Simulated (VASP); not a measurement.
Wanted: the native input for a VASP 6.6.1 run.

- Task: single point
- Functional: PBE
- Potentials or basis: VASP PAW PBE potentials, release 64 (Ag)
- Cutoff: 520 eV
- k mesh: 8 × 8 × 11
- Occupations: fermi-dirac, width 0.05 eV
- Spin: no spin polarisation
- Dipole correction: no
- Further INCAR settings: ALGO = Normal; EDIFF = 1e-06; NBANDS = 24

The structure of Ag lies in POSCAR:

```
Ag
1.0
    4.5982936411      0.0000000000      0.0000000000
   -2.2991468205      3.9822391072      0.0000000000
    0.0000000000      0.0000000000      2.7500955685
Ag
3
Direct
    0.0000000000      0.0000000000      0.0000000000
    0.3333333333      0.6666666667      0.5000000000
    0.6666666667      0.3333333333      0.5000000000
```

These files were run (other wordings do the same):

INCAR

```
  PREC = Accurate
  ENCUT = 520
  EDIFF = 1E-6
  ISMEAR = -1
  SIGMA = 0.05
  LREAL = F
  LASPH = T
  NELM = 100
  ALGO = Normal
  ISIF = 2
  LWAVE = F
  LCHARG = T
  GGA = PE
  LELF = T
  LVHAR = T
  NBANDS = 24
```

KPOINTS

```
Automatic mesh
0
Gamma
  8 8 11
```

Potentials or basis: VASP PAW PBE potentials, release 64 (Ag).

Launch:

```sh
$ cat potpaw_PBE.64/Ag/POTCAR > POTCAR
$ mpirun -np 1 vasp_std > vasp.out
```

It gave:

```yaml
Pressure: 9.0 GPa
```

Run time: 21 s on 1 thread of Intel(R) Xeon(R) 6975P-C (Granite Rapids) (shared host), peak memory 0.2 GiB.
